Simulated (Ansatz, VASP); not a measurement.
**PbS: VASP beside Ansatz**

```
Pb S
1.0
     3.65366    0.00000    0.00000
     0.00000    3.65366    0.00000
     0.00000    0.00000    3.65366
Pb S
1 1
Direct
  0.00000 0.00000 0.00000
  0.50000 0.50000 0.50000
```

Alike in both runs: task relaxation of cell and atoms; functional r2SCAN; dispersion rVV10; k mesh 7 × 7 × 7; occupations fermi-dirac, width 0.05 eV; no spin polarisation.

```csv
,VASP,Ansatz
version,VASP 6.6.1,Ansatz 0.2.0
potentials or method,"VASP PAW PBE potentials, release 64 (Pb_d, S)",Ansatz PAW
plane-wave cutoff (eV),600,500
valence electrons in the cell,20,20
```

```tsv
	VASP	Ansatz	Ansatz less VASP
relaxed volume (Å³/atom)	23.73	23.66	-0.071
relaxed cell length with the largest relative difference (Å)	3.620	3.617	-0.0036
```

VASP's potentials were made for PBE, not for r2SCAN.

Spin-orbit coupling is off throughout. Noted on Ansatz's run: the plane-wave basis is chosen anew once the cell has moved, so the energies of steps on either side of that aren't comparable.
